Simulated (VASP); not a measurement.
Wanted: the native input for a VASP 6.6.1 run.

* Task: single point
* Functional: PBE
* Potentials or basis: VASP PAW PBE potentials, release 64 (Be, H)
* Cutoff: 520 eV
* k mesh: 4 × 4 × 3
* Occupations: fermi-dirac, width 0.15 eV
* Spin: no spin polarisation
* Dipole correction: no
* Further INCAR settings: LREAL = Auto; ALGO = Normal; EDIFF = 1e-06; NBANDS = 30

The structure of Be16H (a cell with a defect) lies in POSCAR:

```
Be16H
1.0
   -2.2900000000     -3.9663960000      0.0000000000
    3.4350000000     -1.9831980000      0.0000000000
    0.0000000000      0.0000000000      7.1768600000
Be H
16 1
Direct
    0.7513131181      0.4997153029     -0.0014364686
    0.5007823731      0.3322551776      0.2452706062
    0.7727369686      0.5136670647      0.4995842589
    0.5009314680      0.3327598015      0.7549314302
    0.5008263238     -0.0030018254     -0.0021075252
    0.2492224069      0.8332676859      0.2465626230
    0.5008492927     -0.0337214198      0.4986876454
    0.2508479480      0.8335228149      0.7477487974
    0.2502690332      0.4998381241     -0.0014533017
    0.0007631531      0.3341763376      0.2460247635
    0.2288174509      0.5135972102      0.4995925084
    0.0008701790      0.3338563659      0.7493438523
    0.0008064426      0.0007840247     -0.0028559675
    0.7523818414      0.8333231201      0.2465590347
    0.0008204466      0.0116023474      0.4971202028
    0.7510420082      0.8334727181      0.7477403547
    0.5007852158      0.3308057396      0.4718150354
```

The input as run:

INCAR

```
  PREC = Accurate
  ENCUT = 520
  EDIFF = 1E-6
  ISMEAR = -1
  SIGMA = 0.15
  LREAL = Auto
  LASPH = True
  NELM = 60
  ALGO = Normal
  ISIF = 2
  LWAVE = False
  LCHARG = False
  GGA = PE
  NBANDS = 30
```

KPOINTS

```
Automatic mesh
0
Gamma
  4 4 3
```

Potentials or basis: VASP PAW PBE potentials, release 64 (Be, H).

Command:

```bash
$ cat potpaw_PBE.64/Be/POTCAR potpaw_PBE.64/H/POTCAR > POTCAR
$ mpirun -np 1 vasp_std > vasp.out
```

It gave:

```
Pressure               : 1.0 GPa
Largest force          : 0.012 eV/Å
Band gap on the k mesh : zero (an odd number of electrons rules out a gap without spin polarisation)
```

Caveat: the k points lie up to 0.40 Å⁻¹ apart, too coarse for converged energies and pressures of a metal.

Wall time 5.1 min on 1 thread of AMD EPYC 7R13, on a shared host, peak memory 0.22 GiB.
